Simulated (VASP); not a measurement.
A run of VASP 6.6.1 is set up as follows.

Contents of POSCAR:

```
CsH
1.0
    0.0000000000      3.1266626755      3.1266626755
    3.1266626755      0.0000000000      3.1266626755
    3.1266626755      3.1266626755      0.0000000000
Cs H
1 1
Direct
    0.0000000000      0.0000000000      0.0000000000
    0.5000000000      0.5000000000      0.5000000000
```

File INCAR.step1:

```
SYSTEM = CsH
PREC = Accurate ; ENCUT = 520
ISMEAR = -1 ; SIGMA = 0.02
LREAL = .FALSE. ; LASPH = .TRUE.
NELM = 60 ; NBANDS = 12
GGA = PE ; ALGO = Normal
EDIFF = 1E-4 ; LWAVE = .TRUE.
LCHARG = .FALSE.
```

Contents of INCAR.step2:

```
SYSTEM = CsH
PREC = Accurate ; ENCUT = 520
EDIFF = 1E-8 ; ISMEAR = -1
SIGMA = 0.02 ; LREAL = .FALSE.
LASPH = .TRUE. ; NELM = 60
ALGO = Normal ; ISIF = 2
LWAVE = .FALSE. ; LCHARG = .FALSE.
METAGGA = R2SCAN ; LMIXTAU = .TRUE.
LEFG = .TRUE. ; NBANDS = 12
ISTART = 1
```

KPOINTS

```
regular mesh
0
G
  7 7 7
  0 0 0
```

Potentials or basis: VASP PAW PBE potentials, release 64 (Cs_sv, H).

The run is started by

```console
$ cat potpaw_PBE.64/Cs_sv/POTCAR potpaw_PBE.64/H/POTCAR > POTCAR
$ cp INCAR.step1 INCAR
$ mpirun -np 1 vasp_std > vasp.out
$ cp INCAR.step2 INCAR
$ mpirun -np 1 vasp_std > vasp.out
```

**Question.** Estimate the band gap on the k mesh.

**Answer.** 2.84 eV, direct.

**Question.** Estimate the pressure.

**Answer.** 0.7 GPa.

Caveat: without QUAD_EFG the Cq values of the log hold for a quadrupole moment of 1 mb, not for the nuclei; the PAW data sets were made with another functional, which shifts forces and pressure a little; spin-orbit coupling is left out, which moves the levels of the heavy elements. A k mesh can miss the band edges.
